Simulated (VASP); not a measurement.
Write the native input for VASP 6.6.1 that does the following.

```
Task                   : single point
Functional             : PBEsol
Potentials or basis    : VASP PAW PBE potentials, release 64 (Y_sv)
Cutoff                 : 520 eV
k mesh                 : 16 × 16 × 16
Occupations            : gaussian, width 0.15 eV
Spin                   : no spin polarisation
Dipole correction      : no
Further INCAR settings : ALGO = Fast; EDIFF = 1e-07; NBANDS = 12
```

The structure of Y lies in POSCAR:

```
Y
1.0
    0.0000000000      2.2986250000      2.4850000000
    2.6713750000      0.0000000000      2.4850000000
    2.6713750000      2.2986250000      0.0000000000
Y
1
Direct
    0.0000000000      0.0000000000      0.0000000000
```

This cell differs from its parent crystal: strain +0.0750 x Voigt [1, -1, 0, 0, 0, 0].

These files were run (other wordings do the same):

INCAR

```
PREC = Accurate ; ENCUT = 520
EDIFF = 1E-7 ; ISMEAR = 0
SIGMA = 0.15 ; LREAL = False
LASPH = True ; NELM = 100
ALGO = Fast ; ISIF = 2
LWAVE = False ; LCHARG = True
GGA = PS ; LELF = True
LVHAR = True ; NBANDS = 12
```

KPOINTS

```
Automatic mesh
0
Gamma
  16 16 16
```

Potentials or basis: VASP PAW PBE potentials, release 64 (Y_sv).

The run is started by

```sh
$ cat potpaw_PBE.64/Y_sv/POTCAR > POTCAR
$ mpirun -np 1 vasp_std > vasp.out
```

Results of the run:

```
Pressure               : 0.3 GPa
Band gap on the k mesh : zero (an odd number of electrons rules out a gap without spin polarisation)
```

Caveat: the cell differs from its parent crystal (strain +0.0750 x Voigt [1, -1, 0, 0, 0, 0]); the PAW data sets were made with another functional, which shifts forces and pressure a little.

Run time: 6.3 min on 1 thread of AMD EPYC 7R43 64-Core Processor (Zen 3), on a shared host, peak memory 0.34 GiB.
